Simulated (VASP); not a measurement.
# SiMo3 (Pm-3n) in VASP: further runs, part 2 of 2

VASP 6.6.1.

## (3) Electric field gradients, r2SCAN

The input, POSCAR:

```
SiMo3
1.0
    4.8890000000      0.0000000000      0.0000000000
    0.0000000000      4.8890000000      0.0000000000
    0.0000000000      0.0000000000      4.8890000000
Si Mo
2 6
Direct
    0.0000000000      0.0000000000      0.0000000000
    0.5000000000      0.5000000000      0.5000000000
    0.2500000000      0.0000000000      0.5000000000
    0.5000000000      0.7500000000      0.0000000000
    0.7500000000      0.0000000000      0.5000000000
    0.5000000000      0.2500000000      0.0000000000
    0.0000000000      0.5000000000      0.7500000000
    0.0000000000      0.5000000000      0.2500000000
```

The input, INCAR.step1:

```
ALGO = Normal
EDIFF = 1E-4
ENCUT = 520
GGA = PE
ISMEAR = -1
LASPH = T
LCHARG = F
LREAL = F
LWAVE = T
NBANDS = 56
NELM = 80
PREC = Accurate
SIGMA = 0.05
```

The input, INCAR.step2:

```
ALGO = Normal
EDIFF = 1E-8
ENCUT = 520
ISIF = 2
ISMEAR = -1
ISTART = 1
LASPH = T
LCHARG = F
LEFG = T
LMIXTAU = T
LREAL = F
LWAVE = F
METAGGA = R2SCAN
NBANDS = 56
NELM = 80
PREC = Accurate
SIGMA = 0.05
```

The input, KPOINTS:

```
k-points
0
Gamma
  7 7 7
```

Potentials or basis: VASP PAW PBE potentials, release 64 (Si, Mo_sv).

Started as:

```
cat potpaw_PBE.64/Si/POTCAR potpaw_PBE.64/Mo_sv/POTCAR > POTCAR
cp INCAR.step1 INCAR
mpirun -np 1 vasp_std > vasp.out
cp INCAR.step2 INCAR
mpirun -np 1 vasp_std > vasp.out
```

OUTCAR:

```text
EDIFF = 1E-8
   ENCUT = 520
   ISIF = 2
   ISMEAR = -1
   ISTART = 1
   LASPH = T
   LREAL = F
   METAGGA = R2SCAN
   NELM = 80
   PREC = Accurate

 ion  position               nearest neighbor table
   1  0.000  0.000  0.000-   3 2.73   4 2.73   5 2.73   6 2.73   7 2.73   8 2.73   3 2.73   5 2.73
                             7 2.73   8 2.73   4 2.73   6 2.73
   2  0.500  0.500  0.500-   3 2.73   4 2.73   5 2.73   6 2.73   7 2.73   8 2.73   4 2.73   6 2.73
                             3 2.73   5 2.73   7 2.73   8 2.73
   3  0.250  0.000  0.500-   5 2.44   5 2.44   1 2.73   1 2.73   2 2.73   2 2.73   8 2.99   4 2.99
                             4 2.99   6 2.99   6 2.99   7 2.99   8 2.99   7 2.99
   4  0.500  0.750  0.000-   6 2.44   6 2.44   1 2.73   2 2.73   2 2.73   1 2.73   8 2.99   5 2.99
                             3 2.99   5 2.99   3 2.99   7 2.99   7 2.99   8 2.99
   5  0.750  0.000  0.500-   3 2.44   3 2.44   1 2.73   1 2.73   2 2.73   2 2.73   8 2.99   4 2.99
                             4 2.99   6 2.99   6 2.99   7 2.99   8 2.99   7 2.99
   6  0.500  0.250  0.000-   4 2.44   4 2.44   1 2.73   2 2.73   2 2.73   1 2.73   8 2.99   3 2.99
                             3 2.99   5 2.99   5 2.99   7 2.99   7 2.99   8 2.99
   7  0.000  0.500  0.750-   8 2.44   8 2.44   1 2.73   2 2.73   1 2.73   2 2.73   3 2.99   4 2.99
                             5 2.99   3 2.99   5 2.99   6 2.99   4 2.99   6 2.99
   8  0.000  0.500  0.250-   7 2.44   7 2.44   1 2.73   2 2.73   1 2.73   2 2.73   3 2.99   4 2.99
                             5 2.99   3 2.99   5 2.99   6 2.99   4 2.99   6 2.99

  LATTYP: Found a simple cubic cell.
 ALAT       =     4.8890000000

  Lattice vectors:

 A1 = (   4.8890000000,   0.0000000000,   0.0000000000)
 A2 = (   0.0000000000,   4.8890000000,   0.0000000000)
 A3 = (   0.0000000000,   0.0000000000,   4.8890000000)

Analysis of symmetry for initial positions (statically):
=====================================================================
 Subroutine PRICEL returns:
 Original cell was already a primitive cell.

 Routine SETGRP: Setting up the symmetry group for a
[... 1381 lines left out ...]

 POSITION                                       TOTAL-FORCE (eV/Angst)
 -----------------------------------------------------------------------------------
      0.00000      0.00000      0.00000        -0.000000     -0.000000     -0.000000
      2.44450      2.44450      2.44450        -0.000000     -0.000000     -0.000000
      1.22225      0.00000      2.44450         0.000000      0.000000     -0.000000
      2.44450      3.66675      0.00000         0.000000     -0.000000     -0.000000
      3.66675      0.00000      2.44450        -0.000000      0.000000      0.000000
      2.44450      1.22225      0.00000         0.000000     -0.000000      0.000000
      0.00000      2.44450      3.66675        -0.000000     -0.000000      0.000000
      0.00000      2.44450      1.22225         0.000000     -0.000000     -0.000000
 -----------------------------------------------------------------------------------
    total drift:                                0.000000      0.000000     -0.000000

  FREE ENERGIE OF THE ION-ELECTRON SYSTEM (eV)
  ---------------------------------------------------
  free  energy   TOTEN  =      -176.6336187980 eV

  energy  without entropy=     -176.6023415185  energy(sigma->0) =     -176.61798016

 Electric field gradients (V/A^2)
---------------------------------------------------------------------
 ion       V_xx      V_yy      V_zz      V_xy      V_xz      V_yz
---------------------------------------------------------------------
   1       0.000     0.000     0.000     0.000     0.000     0.000
   2       0.000    -0.000     0.000     0.000     0.000    -0.000
   3      54.518   -27.259   -27.259     0.000     0.000    -0.000
   4     -27.259    54.518   -27.259     0.000    -0.000    -0.000
   5      54.518   -27.259   -27.259    -0.000     0.000    -0.000
   6     -27.259    54.518   -27.259     0.000    -0.000    -0.000
   7     -27.259   -27.259    54.518     0.000     0.000     0.000
   8     -27.259   -27.259    54.518     0.000     0.000     0.000
---------------------------------------------------------------------

 Electric field gradients after diagonalization (V/A^2)
 (convention: |V_zz| > |V_xx| > |V_yy|)
----------------------------------------------------------------------
 ion       V_xx      V_yy      V_zz     asymmetry (V_yy - V_xx)/ V_zz
----------------------------------------------------------------------
   1       0.000     0.000     0.000      -0.129
   2       0.000    -0.000     0.000      -0.467
   3     -27.259   -27.259    54.518       0.000
   4     -27.259   -27.259    54.518       0.000
   5     -27.259   -27.259    54.518       0.000
   6     -27.259   -27.259    54.518       0.000
   7     -27.259   -27.259    54.518       0.000
   8     -27.259   -27.259    54.518       0.000
----------------------------------------------------------------------

           NMR quadrupolar parameters

 Cq : quadrupolar parameter    Cq=e*Q*V_zz/h
 eta: asymmetry parameters     (V_yy - V_xx)/ V_zz
 Q  : nuclear electric quadrupole moment in mb (millibarn)
----------------------------------------------------------------------
 ion       Cq(MHz)       eta       Q (mb)
----------------------------------------------------------------------
   1       0.000      -0.129       1.000
   2       0.000      -0.467       1.000
   3       0.132       0.000       1.000
   4       0.132       0.000       1.000
   5       0.132       0.000       1.000
   6       0.132       0.000       1.000
   7       0.132       0.000       1.000
   8       0.132       0.000       1.000
----------------------------------------------------------------------
```

OUTCAR.step1:

```text
EDIFF = 1E-4
   ENCUT = 520
   GGA = PE
   ISMEAR = -1
   LASPH = T
[... 1425 lines left out ...]
      3.66675      0.00000      2.44450         0.000000      0.000000      0.000000
      2.44450      1.22225      0.00000        -0.000000     -0.000000     -0.000000
      0.00000      2.44450      3.66675        -0.000000      0.000000      0.000000
      0.00000      2.44450      1.22225        -0.000000     -0.000000     -0.000000
 -----------------------------------------------------------------------------------
    total drift:                                0.000000      0.000000     -0.000000

  FREE ENERGIE OF THE ION-ELECTRON SYSTEM (eV)
  ---------------------------------------------------
  free  energy   TOTEN  =       -79.0181301268 eV

  energy  without entropy=      -78.9882656687  energy(sigma->0) =      -79.00319790
```

OSZICAR.step1:

```text
N       E                     dE             d eps       ncg     rms          rms(c)
DAV:   1     0.111975823681E+04    0.11198E+04   -0.56200E+04  2248   0.169E+03
DAV:   2    -0.327202035839E+02   -0.11525E+04   -0.11232E+04  2392   0.527E+02
DAV:   3    -0.820627745141E+02   -0.49343E+02   -0.47402E+02  2904   0.975E+01
DAV:   4    -0.830623970056E+02   -0.99962E+00   -0.98819E+00  2736   0.117E+01
DAV:   5    -0.830814355979E+02   -0.19039E-01   -0.18998E-01  2696   0.160E+00    0.429E+01
DAV:   6    -0.793358513506E+02    0.37456E+01   -0.13925E+01  2528   0.170E+01    0.120E+01
DAV:   7    -0.790665208782E+02    0.26933E+00   -0.91579E-01  2856   0.414E+00    0.340E+00
DAV:   8    -0.790190555762E+02    0.47465E-01   -0.12992E-01  2592   0.124E+00    0.578E-01
DAV:   9    -0.790180874206E+02    0.96816E-03   -0.73576E-03  2712   0.297E-01    0.313E-01
DAV:  10    -0.790181301268E+02   -0.42706E-04   -0.78532E-04  2696   0.174E-01
   1 F= -.79018130E+02 E0= -.79003198E+02  d E =-.298645E-01
```

It took 4.2 min on 1 thread of AMD EPYC 9R45 (Zen 5), shared host; peak memory 0.24 GiB.

Results:

```yaml
Free_energy: -176.6336 eV
Pressure: 0.0 GPa
Band_gap_on_the_k_mesh: zero (band 46 reaches 14.12 eV, above the bottom of band 47 at 11.96 eV)
```

Levels at points of the mesh, in eV from the Fermi level:
```csv
k point,band 43,band 44,band 45,band 46,band 47,band 48
"(0.00, 0.00, 0.00)",-1.68,-1.68,1.34,1.34,1.34,2.34
```

Electric field gradients, principal values (V/Å²):
```
atom    least   middle  greatest (by size)
1 Si    0.000    0.000               0.000
2 Si    0.000    0.000               0.000
3 Mo  -27.259  -27.259              54.518
4 Mo  -27.259  -27.259              54.518
5 Mo  -27.259  -27.259              54.518
6 Mo  -27.259  -27.259              54.518
7 Mo  -27.259  -27.259              54.518
8 Mo  -27.259  -27.259              54.518
```

Caveat: without QUAD_EFG the Cq values of the log hold for a quadrupole moment of 1 mb, not for the nuclei; the PAW data sets were made with another functional, which shifts forces and pressure a little.
